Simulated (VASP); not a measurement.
GaSb2:

```
Ga Sb
1.0
     5.49166    0.00000    0.00000
     0.00000    5.49166    0.00000
     0.00000    0.00000    5.49166
Ga Sb
2 4
Direct
  0.00000 0.00000 0.00000
  0.50000 0.50000 0.50000
  0.25000 0.25000 0.25000
  0.25000 0.75000 0.75000
  0.75000 0.75000 0.25000
  0.75000 0.25000 0.75000
```

| Item | Value |
| --- | --- |
| Program | VASP 6.6.1 |
| Task | relaxation of cell and atoms |
| Functional | PBE |
| Potentials or basis | VASP PAW PBE potentials, release 64 (Ga_d, Sb) |
| Cutoff | 600 eV |
| k mesh | 4 × 4 × 4 |
| Occupations | gaussian, width 0.1 eV |
| Spin | no spin polarisation |

At the start: pressure 13.2 GPa; volume 27.60 Å³/atom.

Where does the relaxation end?

Over 3 steps the energy falls by 253.7 meV/atom and the volume is 35.21 Å³/atom (+27.6 %); space group Pn-3m (No. 224, to 0.1 Å) before and after.

Step by step:
| step | energy change (eV) | largest force (eV/Å) | pressure (GPa) | volume (Å³) |
| --- | --- | --- | --- | --- |
| 1 | 0.0000 | 0.0000 | 13.25 | 165.62 |
| 2 | -1.4408 | 0.0000 | -1.59 | 226.58 |
| 3 | -1.5220 | 0.0000 | 0.04 | 211.25 |

Final structure:
```
Ga Sb
1.0
     5.95574    0.00000    0.00000
     0.00000    5.95574    0.00000
     0.00000    0.00000    5.95574
Ga Sb
2 4
Cartesian
  0.0000 0.0000 0.0000
  2.9779 2.9779 2.9779
  1.4889 1.4889 1.4889
  1.4889 4.4668 4.4668
  4.4668 4.4668 1.4889
  4.4668 1.4889 4.4668
```

Caveat: the volume moved by over 15 % at a fixed basis, so the end points are rough.
